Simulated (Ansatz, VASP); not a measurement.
Pt: VASP beside Ansatz

```
CELL_PARAMETERS angstrom
2.68823 0.00000 0.00000
-1.34411 2.32807 0.00000
0.00000 0.00000 2.69144
ATOMIC_POSITIONS crystal
Pt 0.00000 0.00000 0.00000
```

Alike in both runs: functional PBE; k mesh 24 × 24 × 20; occupations gaussian, width 0.1 eV; no spin polarisation.

Ansatz relaxed the structure, and its values are those at the end. VASP's run is a single point on that final structure, the one shown.

|  | VASP | Ansatz |
| --- | --- | --- |
| version | VASP 6.6.1 | Ansatz 0.2.0 |
| potentials or method | VASP PAW PBE potentials, release 64 (Pt), cutoff 520 eV | scalar-relativistic, plane waves, PAW |
| valence electrons in the cell | 10 | 18 |

|  | VASP | Ansatz | Ansatz less VASP |
| --- | --- | --- | --- |
| gap on the k mesh at the Fermi level (eV) | none | none | - |
| pressure (GPa) | -0.6 | 0.0 | +0.55 |

A gap of «none» marks a metal or a gap that the smearing closes. The functional is the same, so the differences come from potentials, cutoffs and numerics. VASP's potentials hold 10 valence electrons a cell and Ansatz's 18, so a difference there can come from the potentials and not from the codes.

Spin-orbit coupling is off throughout.
